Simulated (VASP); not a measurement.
# Hg (R-3m) in VASP: further runs, part 2 of 2

VASP 6.6.1. The steps go on from the part before.

### Step 3. Single point, LDA

The input, INCAR:

```
PREC = Accurate
ENCUT = 520
EDIFF = 1E-6
ISMEAR = -1
SIGMA = 0.1
LREAL = False
LASPH = True
NELM = 80
ALGO = Normal
ISIF = 2
LWAVE = False
LCHARG = True
GGA = CA
LELF = True
LVHAR = True
NBANDS = 12
```

The input, KPOINTS:

```
regular mesh
0
Gamma
  4 4 4
```

The input, POSCAR:

```
Hg
1.0
    1.7463233735      1.0082402698      2.1478810803
   -1.7463233735      1.0082402698      2.1478810803
    0.0000000000     -2.0164805396      2.1478810803
Hg
1
Direct
    0.0000000000      1.0000000000      0.0000000000
```

Potentials or basis: VASP PAW LDA potentials, release 64 (Hg).

The run is started by

```console
$ cat potpaw_LDA.64/Hg/POTCAR > POTCAR
$ mpirun -np 1 vasp_std > vasp.out
```

Wall time 4.2 s (1 thread of Intel Xeon Platinum 8259CL at 2.50GHz (Skylake/Cascade Lake), shared host); peak memory 0.12 GiB.

Results (log left out):

* Free energy: -0.8422 eV
* Pressure: 2.4 GPa
* Band gap on the k mesh: zero (band 6 reaches 3.02 eV, above the bottom of band 7 at 0.71 eV)

Stress tensor (GPa, compression positive):
```
-2.21  0.00  0.00
 0.00 -2.21  0.00
 0.00  0.00 11.52
```

Levels at points of the mesh, in eV from the Fermi level:
```
           k point  band 2  band 3  band 4  band 5  band 6  band 7  band 8  band 9  band 10  band 11
(0.00, 0.00, 0.00)   -7.91   -7.91   -6.21   -6.12   -6.12   12.11   12.52   12.52    17.16    18.50
(0.50, 0.00, 0.00)   -7.89   -6.34   -6.25   -5.90   -2.16   -2.09   12.68   12.97    17.92    18.47
(0.50, 0.50, 0.00)   -8.13   -6.16   -5.97   -5.25   -0.10    1.11    4.37   10.01    10.95    16.62
(0.50, 0.50, 0.50)   -7.42   -7.42   -5.33   -5.33    0.22    2.19    9.00    9.00    10.80    14.88
```

Caveat: the k points lie up to 0.57 Å⁻¹ apart; spin-orbit coupling is left out, which moves the levels of the heavy elements.

### Step 4. Single point, LDA

The input, INCAR:

```
SYSTEM = Hg
PREC = Accurate ; ENCUT = 520
EDIFF = 1E-6 ; ISMEAR = -1
SIGMA = 0.1 ; LREAL = .False.
LASPH = .True. ; NELM = 60
ALGO = Normal ; ISIF = 2
LWAVE = .False. ; LCHARG = .False.
NBANDS = 12
```

The input, KPOINTS:

```
Automatic mesh
0
Gamma
  6 6 6
  0 0 0
```

POSCAR is that of step 3.

The run is started by

```console
$ cat potpaw_LDA.64/Hg/POTCAR > POTCAR
$ mpirun -np 1 vasp_std > vasp.out
```

Run time: 5.7 s. Hardware: 1 thread of Intel Xeon Platinum 8259CL at 2.50GHz (Skylake/Cascade Lake), shared host; peak memory 0.13 GiB.

It converged, with:

```
Free energy            : -0.9821 eV
Pressure               : 0.4 GPa
Band gap on the k mesh : zero (band 6 reaches 4.35 eV, above the bottom of band 7 at 0.69 eV)
```

Stress tensor (GPa, compression positive):
```
-0.08  0.00  0.00
 0.00 -0.08  0.00
 0.00  0.00  1.47
```

Levels at points of the mesh, in eV from the Fermi level:
```tsv
k point	band 2	band 3	band 4	band 5	band 6	band 7	band 8	band 9	band 10	band 11
(0.00, 0.00, 0.00)	-7.83	-7.83	-6.15	-6.04	-6.04	12.21	12.63	12.63	17.26	18.60
(0.50, 0.00, 0.00)	-7.82	-6.25	-6.17	-5.84	-2.05	-2.00	12.77	13.09	18.03	18.57
(0.50, 0.50, 0.00)	-8.04	-6.07	-5.90	-5.18	0.00	1.20	4.47	10.11	11.05	16.72
(0.50, 0.50, 0.50)	-7.33	-7.33	-5.27	-5.27	0.32	2.28	9.10	9.10	10.92	14.97
```

Caveat: the k points lie up to 0.38 Å⁻¹ apart; spin-orbit coupling is left out, which moves the levels of the heavy elements.

### Step 5. Single point, LDA

The input, INCAR:

```
ALGO = Normal
EDIFF = 1E-6
ENCUT = 520
ISIF = 2
ISMEAR = -1
LASPH = T
LCHARG = F
LREAL = F
LWAVE = F
NBANDS = 12
NELM = 100
PREC = Accurate
SIGMA = 0.1
```

The input, KPOINTS:

```
k-points
0
Gamma
  7 7 7
```

POSCAR is that of step 4.

Potentials or basis: VASP PAW LDA potentials, release 64 (Hg).

The run is started by

```console
$ cat potpaw_LDA.64/Hg/POTCAR > POTCAR
$ mpirun -np 1 vasp_std > vasp.out
```

OUTCAR:

```text
EDIFF = 1E-6
   ENCUT = 520
   ISIF = 2
   ISMEAR = -1
   LASPH = T
   LREAL = F
   NELM = 100
   PREC = Accurate

 ion  position               nearest neighbor table
   1  0.000  0.000  0.000-

  LATTYP: Found a trigonal (rhomboedric) cell.
 ALAT       =     2.9461138643
 COS(alpha) =     0.2972833017

  Lattice vectors:

 A1 = (   1.7463233735,   1.0082402698,   2.1478810803)
 A2 = (  -1.7463233735,   1.0082402698,   2.1478810803)
 A3 = (   0.0000000000,  -2.0164805396,   2.1478810803)

Analysis of symmetry for initial positions (statically):
=====================================================================
 Subroutine PRICEL returns:
 Original cell was already a primitive cell.

 Routine SETGRP: Setting up the symmetry group for a
 trigonal (rhombohedral) supercell.

 Subroutine GETGRP returns: Found 12 space group operations
 (whereof 12 operations were pure point group operations)
 out of a pool of 12 trial point group operations.

The static configuration has the point symmetry D_3d.

Analysis of symmetry for dynamics (positions and initial velocities):
=====================================================================
 Subroutine PRICEL returns:
[... 159 lines left out ...]
 fundamental gap:      0.5648318731
 Fermi energy:         2.7968459604

 k-point     1 :       0.0000    0.0000    0.0000
  band No.  band energies     occupation
      1      -6.6727      2.00000
      2      -5.1274      2.00000
      3      -5.1274      2.00000
      4      -3.4446      2.00000
      5      -3.3322      2.00000
      6      -3.3322      2.00000
      7      14.9055      0.00000
      8      15.3205      0.00000
      9      15.3205      0.00000
     10      19.9570      0.00000
     11      21.2954      0.00000
     12      21.2954      0.00000
[... 331 lines left out ...]
 k-point    24 :       0.4286    0.2857    0.1429
  band No.  band energies     occupation
      1      -4.8872      2.00000
      2      -4.7307      2.00000
      3      -3.9747      2.00000
      4      -3.7738      2.00000
      5      -3.4918      2.00000
      6      -1.0832      2.00000
      7       6.8917      0.00000
      8      12.2854      0.00000
      9      14.9441      0.00000
     10      15.5599      0.00000
     11      19.2920      0.00000
     12      21.5229      0.00000

 [... further k-points ...]
[... 5 lines left out ...]
  --------------------------------------------------------------------------------------
  -------------------------------------------------------------------------------------
  Total        0.1495137      0.1495137      0.3951647      0.0000000      0.0000000     -0.0000000
  in kB       10.5570212     10.5570212     27.9022061      0.0000000      0.0000000     -0.0000000
  external PRESSURE =      16.3387495 kB  Pullay stress =       0.0000000 kB

 VOLUME and BASIS-vectors are now :
 -----------------------------------------------------------------------------
  energy-cutoff  :      520.00
  volume of cell :       22.69
      direct lattice vectors                 reciprocal lattice vectors
     1.746323374  1.008240270  2.147881080     0.286315815  0.165304513  0.155191708
    -1.746323374  1.008240270  2.147881080    -0.286315815  0.165304513  0.155191708
     0.000000000 -2.016480540  2.147881080     0.000000000 -0.330609026  0.155191708

 POSITION                                       TOTAL-FORCE (eV/Angst)
 -----------------------------------------------------------------------------------
      0.00000      0.00000      0.00000         0.000000     -0.000000      0.000000
 -----------------------------------------------------------------------------------
    total drift:                                0.000000     -0.000000      0.000000

  FREE ENERGIE OF THE ION-ELECTRON SYSTEM (eV)
  ---------------------------------------------------
  free  energy   TOTEN  =        -0.9340725908 eV

  energy  without entropy=       -0.9217885833  energy(sigma->0) =       -0.92793059
```

OSZICAR:

```text
N       E                     dE             d eps       ncg     rms          rms(c)
DAV:   1     0.765858073989E+02    0.76586E+02   -0.66828E+03  1096   0.967E+02
DAV:   2     0.260215425604E+00   -0.76326E+02   -0.71919E+02  1148   0.238E+02
DAV:   3    -0.999695534214E+00   -0.12599E+01   -0.12591E+01  1240   0.335E+01
DAV:   4    -0.100093219893E+01   -0.12367E-02   -0.12366E-02  1176   0.110E+00
DAV:   5    -0.100093391785E+01   -0.17189E-05   -0.17189E-05  1232   0.401E-02    0.487E+00
DAV:   6    -0.942050653780E+00    0.58883E-01   -0.13284E-01  1224   0.415E+00    0.348E+00
DAV:   7    -0.934923985883E+00    0.71267E-02   -0.17153E-02  1252   0.123E+00    0.142E+00
DAV:   8    -0.934067708359E+00    0.85628E-03   -0.15584E-03  1116   0.558E-01    0.599E-02
DAV:   9    -0.934071658832E+00   -0.39505E-05   -0.26016E-06  1232   0.190E-02    0.146E-02
DAV:  10    -0.934072590766E+00   -0.93193E-06   -0.11144E-06  1072   0.128E-02
   1 F= -.93407259E+00 E0= -.92793059E+00  d E =-.122840E-01
```

Run time: 7.9 s. Hardware: 1 thread of Intel Xeon Platinum 8259CL at 2.50GHz (Skylake/Cascade Lake), shared host; peak memory 0.13 GiB.

What came out:

```
Free energy            : -0.9341 eV
Pressure               : 1.6 GPa
Band gap on the k mesh : zero (band 6 reaches 4.37 eV, above the bottom of band 7 at 1.99 eV)
```

Caveat: spin-orbit coupling is left out, which moves the levels of the heavy elements.

### Step 6. The runs side by side

| k mesh | gap on the mesh (eV) | pressure (GPa) |
| --- | --- | --- |
| 4 × 4 × 4 | none | 2.4 |
| 6 × 6 × 6 | none | 0.4 |
| 7 × 7 × 7 | none | 1.6 |

Alike in all rows: task single point; level LDA; potentials or basis VASP PAW LDA potentials, release 64 (Hg); no spin polarisation; cell as given; cutoff (eV) 520; smearing fermi-dirac 0.1 eV.

Caveats: some runs use coarse meshes; spin-orbit coupling is left out, which moves the levels of the heavy elements.

Absolute energies hang on the potentials; compare differences alone.
